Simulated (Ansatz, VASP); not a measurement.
**One calculation of Co, two programs**

```xyz
2
Lattice="2.4874 0.0000 0.0000 -1.2437 2.1541 0.0000 0.0000 0.0000 4.0633" Properties=species:S:1:pos:R:3 pbc="T T T"
Co    1.2437    0.7180    1.0559
Co    0.0000    1.4361    3.0074
```

Alike in both runs: task single point; functional PBEsol; k mesh 15 × 15 × 8; occupations fermi-dirac, width 0.15 eV; collinear spin.

|  | VASP | Ansatz |
| --- | --- | --- |
| version | VASP 6.6.1 | Ansatz 0.2.0 |
| potentials or method | VASP PAW PBE potentials, release 64 (Co) | plane waves, PAW |
| plane-wave cutoff (eV) | 520 | 420 |
| valence electrons in the cell | 18 | 34 |

|  | VASP | Ansatz | Ansatz less VASP |
| --- | --- | --- | --- |
| gap on the k mesh at the Fermi level (eV) | none | none | - |
| net moment per atom (μB) | 1.59 | 1.60 | +0.006 |
| size of the moment on the site where the two differ most (μB) | 1.61 | 1.67 | +0.059 |

VASP's potentials were made for PBE, not for PBEsol. Site moments also hang on the region over which each program counts them. A gap of «none» marks a metal or a gap that the smearing closes. VASP's potentials hold 18 valence electrons a cell and Ansatz's 34, so a difference there can come from the potentials and not from the codes. Ansatz's warnings: moment headroom below auto.
